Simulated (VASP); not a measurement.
# TiPt3 (Pm-3m) in VASP: a series of runs

The runs below take TiPt3 through single point, elastic constants, with PBE, PBEsol.

All numbers are computed with VASP 6.6.1; they aren't measurements. Logs are shortened: lines on timing, memory, paths and dates and some standing lists are left out, and cuts for length are marked.

## 1. The cell of the first run

Symmetry: Pm-3m, No. 221, cubic system. Conventional cell: a = 3.897 Å, b = 3.897 Å, c = 3.897 Å, α = 90.00°, β = 90.00°, γ = 90.00°. Within 3.6 Å of Pt (site symmetry 4/mmm) lie 8 Pt at 2.76 Å and 4 Ti at 2.76 Å. Ti (site symmetry m-3m) has 12 Pt at 2.76 Å within 3.6 Å.

## 2. Single point, PBE

POSCAR reads:

```
TiPt3
1.0
    3.8970000000      0.0000000000      0.0000000000
    0.0000000000      3.8970000000      0.0000000000
    0.0000000000      0.0000000000      3.8970000000
Pt Ti
3 1
Direct
    0.5000000000      0.5000000000      0.0000000000
    0.5000000000      0.0000000000      0.5000000000
    0.0000000000      0.5000000000      0.5000000000
    0.0000000000      0.0000000000      0.0000000000
```

INCAR.step1 reads:

```
SYSTEM = TiPt3
ALGO     = Normal         ! electronic algorithm
EDIFF    = 1E-6           ! SCF threshold, eV
ENCUT    = 550            ! plane-wave cutoff, eV
GGA      = PE             ! functional
GGA_COMPAT= .False.      
ISMEAR   = 1              ! smearing method
LASPH    = .True.         ! aspherical terms in the spheres
LCHARG   = .True.         ! write CHGCAR
LMAXMIX  = 4              ! l up to which the mixer works
LREAL    = .False.        ! projectors in reciprocal space
LWAVE    = .False.        ! write WAVECAR
NBANDS   = 41             ! bands
NELM     = 120            ! most SCF steps
PREC     = Accurate       ! precision mode
SIGMA    = 0.1            ! smearing width, eV
```

KPOINTS.step1 reads:

```
k-points
0
Gamma
  8 8 8
```

INCAR.step2 reads:

```
SYSTEM = TiPt3
ALGO     = Normal         ! electronic algorithm
EDIFF    = 1E-6           ! SCF threshold, eV
EMAX     = 19.9111      
EMIN     = -5.0889      
ENCUT    = 550            ! plane-wave cutoff, eV
GGA      = PE             ! functional
GGA_COMPAT= .False.      
ICHARG   = 11             ! starting density
ISMEAR   = -5             ! smearing method
LASPH    = .True.         ! aspherical terms in the spheres
LCHARG   = .False.        ! write CHGCAR
LMAXMIX  = 4              ! l up to which the mixer works
LORBIT   = 11             ! projections on sites
LREAL    = .False.        ! projectors in reciprocal space
LWAVE    = .False.        ! write WAVECAR
NBANDS   = 41             ! bands
NEDOS    = 4001           ! points of the DOS
NELM     = 120            ! most SCF steps
PREC     = Accurate       ! precision mode
```

KPOINTS.step2 reads:

```
Automatic mesh
0
Gamma
  17 17 17
  0 0 0
```

Potentials or basis: VASP PAW PBE potentials, release 64 (Pt, Ti_sv).

Launch:

```sh
$ cat potpaw_PBE.64/Pt/POTCAR potpaw_PBE.64/Ti_sv/POTCAR > POTCAR
$ cp INCAR.step1 INCAR
$ cp KPOINTS.step1 KPOINTS
$ mpirun -np 1 vasp_std > vasp.out
$ cp INCAR.step2 INCAR
$ cp KPOINTS.step2 KPOINTS
$ mpirun -np 1 vasp_std > vasp.out
```

OUTCAR:

```text
SYSTEM = TiPt3
   EDIFF = 1E-6
   EMIN = -5.0889
   ENCUT = 550
   GGA = PE
   ICHARG = 11
   ISMEAR = -5
   LASPH = .True.
   LORBIT = 11
   LREAL = .False.
   NELM = 120
   PREC = Accurate

 ion  position               nearest neighbor table
   1  0.500  0.500  0.000-   2 2.76   3 2.76   4 2.76   2 2.76   3 2.76   2 2.76   4 2.76   2 2.76
                             3 2.76   4 2.76   3 2.76   4 2.76
   2  0.500  0.000  0.500-   1 2.76   3 2.76   4 2.76   1 2.76   4 2.76   1 2.76   3 2.76   1 2.76
                             3 2.76   4 2.76   4 2.76   3 2.76
   3  0.000  0.500  0.500-   1 2.76   2 2.76   4 2.76   1 2.76   4 2.76   2 2.76   4 2.76   4 2.76
                             1 2.76   2 2.76   1 2.76   2 2.76
   4  0.000  0.000  0.000-   1 2.76   2 2.76   3 2.76   2 2.76   3 2.76   1 2.76   3 2.76   3 2.76
                             1 2.76   2 2.76   2 2.76   1 2.76

  LATTYP: Found a simple cubic cell.
 ALAT       =     3.8970000000

  Lattice vectors:

 A1 = (   3.8970000000,   0.0000000000,   0.0000000000)
 A2 = (   0.0000000000,   3.8970000000,   0.0000000000)
 A3 = (   0.0000000000,   0.0000000000,   3.8970000000)

Analysis of symmetry for initial positions (statically):
=====================================================================
 Subroutine PRICEL returns:
 Original cell was already a primitive cell.

 Routine SETGRP: Setting up the symmetry group for a
 simple cubic supercell.

 Subroutine GETGRP returns: Found 48 space group operations
 (whereof 48 operations were pure point group operations)
 out of a pool of 48 trial point group operations.

The static configuration has the point symmetry O_h .

Analysis of symmetry for dynamics (positions and initial velocities):
=====================================================================
 Subroutine PRICEL returns:
 Original cell was already a primitive cell.

 Routine SETGRP: Setting up the symmetry group for a
 simple cubic supercell.

 Subroutine GETGRP returns: Found 48 space group operations
 (whereof 48 operations were pure point group operations)
 out of a pool of 48 trial point group operations.

The dynamic configuration has the point symmetry O_h .

 Subroutine INISYM returns: Found 48 space group operations
 (whereof 48 operations are pure point group operations),
 and found     1 'primitive' translations

----------------------------------------------------------------------------------------

                                     Primitive cell

  volume of cell :      59.1822

  direct lattice vectors                    reciprocal lattice vectors
     3.897000000  0.000000000  0.000000000     0.256607647  0.000000000  0.000000000
     0.000000000  3.897000000  0.000000000     0.000000000  0.256607647  0.000000000
     0.000000000  0.000000000  3.897000000     0.000000000  0.000000000  0.256607647

  length of vectors
     3.897000000  3.897000000  3.897000000     0.256607647  0.256607647  0.256607647

  position of ions in fractional coordinates (direct lattice)
     0.500000000  0.500000000  0.000000000
     0.500000000  0.000000000  0.500000000
     0.000000000  0.500000000  0.500000000
     0.000000000  0.000000000  0.000000000

  ion indices of the primitive-cell ions
   primitive index   ion index
                 1           1
                 2           2
                 3           3
                 4           4

----------------------------------------------------------------------------------------

 KPOINTS: Automatic mesh

Automatic generation of k-mesh.
 Grid dimensions read from file:
 generate k-points for:   17   17   17

 Generating k-lattice:

  Cartesian coordinates                     Fractional coordinates (reciprocal lattice)
     0.015094567  0.000000000  0.000000000     0.058823529  0.000000000  0.000000000
     0.000000000  0.015094567  0.000000000     0.000000000  0.058823529  0.000000000
     0.000000000  0.000000000  0.015094567     0.000000000  0.000000000  0.058823529

  Length of vectors
     0.015094567  0.015094567  0.015094567

  Shift w.r.t. Gamma in fractional coordinates (k-lattice)
     0.000000000  0.000000000  0.000000000

 TETIRR: Found   2433 inequivalent tetrahedra from    29478

 Subroutine IBZKPT returns following result:
 ===========================================

 Found    165 irreducible k-points:

 Following reciprocal coordinates:
            Coordinates               Weight
  0.000000  0.000000  0.000000      1.000000
  0.058824  0.000000  0.000000      6.000000
  0.117647  0.000000  0.000000      6.000000
  0.176471  0.000000  0.000000      6.000000
  0.235294  0.000000  0.000000      6.000000
  0.294118  0.000000  0.000000      6.000000
[... 16 lines left out ...]
  0.411765  0.117647  0.000000     24.000000
  0.470588  0.117647  0.000000     24.000000
 [... further k-points ...]
   k-points           NKPTS =    165   k-points in BZ     NKDIM =    165   number of bands    NBANDS=     41
   number of dos      NEDOS =   4001   number of ions     NIONS =      4
   total plane-waves  NPLWV =  27000
   dimension x,y,z NGX =    30 NGY =   30 NGZ =   30
   dimension x,y,z NGXF=    60 NGYF=   60 NGZF=   60
   ions per type =               3   1
   NGX,Y,Z   is equivalent  to a cutoff of  12.80, 12.80, 12.80 a.u.
   NGXF,Y,Z  is equivalent  to a cutoff of  25.60, 25.60, 25.60 a.u.
 SYSTEM =  TiPt3
   PREC   = accura    normal or accurate (medium, high low for compatibility)
   ISTART =      0    job   : 0-new  1-cont  2-samecut
   ICHARG =     11    charge: 1-file 2-atom 10-const
   ISPIN  =      1    spin polarized calculation?
   LNONCOLLINEAR =      F non collinear calculations
   LSORBIT =      F    spin-orbit coupling
   LASPH  =      T    aspherical Exc in radial PAW
   ENCUT  =  550.0 eV  40.42 Ry    6.36 a.u.   7.45  7.45  7.45*2*pi/ulx,y,z
   NELM   =    120;   NELMIN=  2; NELMDL=  0     # of ELM steps
   EDIFF  = 0.1E-05   stopping-criterion for ELM
   LREAL  =      F    real-space projection
   EDIFFG = 0.1E-04   stopping-criterion for IOM
   NSW    =      0    number of steps for IOM
   IBRION =     -1    ionic relax: 0-MD 1-quasi-New 2-CG
   NFREE  =      0    steps in history (QN), initial steepest desc. (CG)
   ISIF   =      2    stress and relaxation
   ISYM   =      2    0-nonsym 1-usesym 2-fastsym
   POTIM  = 0.5000    time-step for ionic-motion
   TEBEG  =    0.0;   TEEND  =   0.0 temperature during run

   SCALEE = 1.0000    scale energy and forces
   PSTRESS=    0.0 pullay stress
   NELECT =      42.0000    total number of electrons
   NUPDOWN=      -1.0000    fix difference up-down
   EMIN   =  -5.09;   EMAX   = 19.91  energy-range for DOS
   EFERMI =   0.00;   METHOD = LEGACY
   ISMEAR =    -5;   SIGMA  =   0.20  broadening in eV -4-tet -1-fermi 0-gaus
   EFERMI_NEDOS =   21; number of points for ismear=-14 and -15
   IALGO  =     38    algorithm
   IMIX   =      4    mixing-type and parameters
     AMIX     =   0.40;   BMIX     =  1.00
     AMIX_MAG =   1.60;   BMIX_MAG =  1.00
  volume/ion in A,a.u.               =      14.80        99.85
  Fermi-wavevector in a.u.,A,eV,Ry     =   1.460251  2.759474 29.012153  2.132333
  Thomas-Fermi vector in A             =   2.576723
   LORBIT       =     11    0 simple, 1 ext, 2 COOP (PROOUT), +10 PAW based schemes
   GGA     = PE    functional components
   LHFCALC =     F    Hartree Fock is set to
   AEXX    =    0.0000 exact exchange contribution
   IVDW    =     0    specifies the selected vdW correction
   LEPSILON=     F    determine dielectric tensor
   LRPA    =     F    only Hartree local field effects (RPA)

   CSHIFT  =0.1000    complex shift for real part using Kramers Kronig

   OMEGAMAX=  -1.0    maximum frequency
 non-spin polarized calculation
 Fermi weights with tetrahedron method with Bloechl corrections
  energy-cutoff  :      550.00
  volume of cell :       59.18
 maximum number of plane-waves:      1758
 NGX is ok and might be reduce to    30

 number of electron      41.9999997 magnetization

 Free energy of the ion-electron system (eV)
  ---------------------------------------------------
  ext. energy  EPLUGINS =         0.00000000
  ---------------------------------------------------
  free energy    TOTEN  =       -29.48614691 eV

  energy without entropy =      -29.48614691  energy(sigma->0) =      -29.48614691

 E-fermi :  11.8675     XC(G=0): -13.2836

 val. band max:       11.9170592539   @ k =   0.3529   0.0000   0.0000
 cond. band min:      11.8415571086   @ k =   0.4706   0.1176   0.1176
 fundamental gap:     -0.0755021454
 Fermi energy:        11.8674572172

 k-point     1 :       0.0000    0.0000    0.0000
  band No.  band energies     occupation
      1     -46.3281      2.00000
      2     -22.5469      2.00000
      3     -22.5469      2.00000
      4     -22.5469      2.00000
      5       1.6432      2.00000
      6       4.4376      2.00000
[... 25 lines left out ...]
     32      22.9259      0.00000
     33      22.9259      0.00000

 k-point     2 :       0.0588    0.0000    0.0000
  band No.  band energies     occupation
      1     -46.3281      2.00000
      2     -22.5478      2.00000
      3     -22.5470      2.00000
      4     -22.5470      2.00000
      5       1.6895      2.00000
      6       4.4673      2.00000
[... 25 lines left out ...]
     32      22.9438      0.00000
     33      22.9438      0.00000
[... 754 lines left out ...]
     32      21.7086      0.00000
     33      23.8930      0.00000

 k-point    24 :       0.4706    0.1176    0.0000
  band No.  band energies     occupation
      1     -46.3262      2.00000
      2     -22.5742      2.00000
      3     -22.5535      2.00000
      4     -22.5519      2.00000
      5       3.9765      2.00000
      6       5.1086      2.00000
[... 25 lines left out ...]
     32      21.6210      0.00000
     33      23.8929      0.00000

 [... further k-points ...]

 [bands above 33 left out]

------------------------ aborting loop because EDIFF is reached ----------------------------------------

  FORCE on cell =-STRESS in cart. coord.  units (eV):
  Direction    XX          YY          ZZ          XY          YZ          ZX
  --------------------------------------------------------------------------------------
  -------------------------------------------------------------------------------------
  Total        3.6678855      3.6678855      3.6678855      0.0000000      0.0000000     -0.0000000
  in kB       99.2967727     99.2967727     99.2967727      0.0000000      0.0000000     -0.0000000
  external PRESSURE =      99.2967727 kB  Pullay stress =       0.0000000 kB

 VOLUME and BASIS-vectors are now :
 -----------------------------------------------------------------------------
  energy-cutoff  :      550.00
  volume of cell :       59.18
      direct lattice vectors                 reciprocal lattice vectors
     3.897000000  0.000000000  0.000000000     0.256607647  0.000000000  0.000000000
     0.000000000  3.897000000  0.000000000     0.000000000  0.256607647  0.000000000
     0.000000000  0.000000000  3.897000000     0.000000000  0.000000000  0.256607647

 POSITION                                       TOTAL-FORCE (eV/Angst)
 -----------------------------------------------------------------------------------
      1.94850      1.94850      0.00000         0.000000      0.000000      0.000000
      1.94850      0.00000      1.94850         0.000000      0.000000      0.000000
      0.00000      1.94850      1.94850         0.000000      0.000000      0.000000
      0.00000      0.00000      0.00000         0.000000      0.000000      0.000000
 -----------------------------------------------------------------------------------
    total drift:                               -0.000000      0.000000     -0.000000

  FREE ENERGIE OF THE ION-ELECTRON SYSTEM (eV)
  ---------------------------------------------------
  free  energy   TOTEN  =       -29.4861469082 eV

  energy  without entropy=      -29.4861469082  energy(sigma->0) =      -29.48614691

 total charge

# of ion       s       p       d       tot
------------------------------------------
    1        0.703   0.683   8.079   9.465
    2        0.703   0.683   8.079   9.465
    3        0.703   0.683   8.079   9.465
    4        2.215   6.162   1.791  10.167
--------------------------------------------------
tot          4.324   8.212  26.027  38.563
```

Run time: 4.1 min. Hardware: 1 thread of Intel Xeon Platinum 8375C at 2.90GHz (Ice Lake), shared host; peak memory 0.42 GiB.

Results:

- Valence electrons inside the program's atomic spheres: Pt 9.46; Ti 10.17
- Density of states at the Fermi level: 0.24 states/eV/atom

Caveat: spin-orbit coupling is left out, which moves the levels of the heavy elements; tetrahedron occupations give inexact forces and stress in metals.

## 3. Elastic constants, PBEsol

INCAR reads:

```
PREC = Accurate ; ENCUT = 600
EDIFF = 1E-8 ; ISMEAR = -1
SIGMA = 0.05 ; LREAL = False
LASPH = True ; NELM = 60
ALGO = Normal ; ISIF = 3
LWAVE = False ; LCHARG = False
GGA = PS ; NBANDS = 29
IBRION = 6 ; NFREE = 2
POTIM = 0.015 ; NSW = 1
```

KPOINTS reads:

```
Automatic mesh
0
Gamma
  6 6 6
```

POSCAR is that of step 2.

Potentials or basis: VASP PAW PBE potentials, release 64 (Pt, Ti_sv).

Launch:

```sh
$ cat potpaw_PBE.64/Pt/POTCAR potpaw_PBE.64/Ti_sv/POTCAR > POTCAR
$ mpirun -np 1 vasp_std > vasp.out
```

Run time: 9.6 min. Hardware: 1 thread of Intel Xeon 6975P-C (Granite Rapids), shared host; peak memory 0.36 GiB.

Results (log left out):

```yaml
Elastic_constants_C11_C12_C44: 362, 222, 160 GPa
Voigt_bulk_modulus: 269 GPa
Highest_phonon_frequency_at_Γ: 179 cm⁻¹
```

Phonon frequencies in cm⁻¹ (negative: imaginary):
| q point | frequencies |
| --- | --- |
| (0.000, 0.000, 0.000) | 0 0 0 108 108 108 163 163 163 179 179 179 |

Elastic tensor in Voigt notation (GPa, in the Cartesian axes of the cell as first typed):
```
362 222 222   0   0   0
222 362 222   0   0   0
222 222 362   0   0   0
  0   0   0 160   0   0
  0   0   0   0 160   0
  0   0   0   0   0 160
```

Clamped-ion elastic tensor (GPa):
```
362 222 222   0   0   0
222 362 222   0   0   0
222 222 362   0   0   0
  0   0   0 160   0   0
  0   0   0   0 160   0
  0   0   0   0   0 160
```

Caveat: the PAW data sets were made with another functional, which shifts forces and pressure a little; spin-orbit coupling is left out, which moves the levels of the heavy elements.
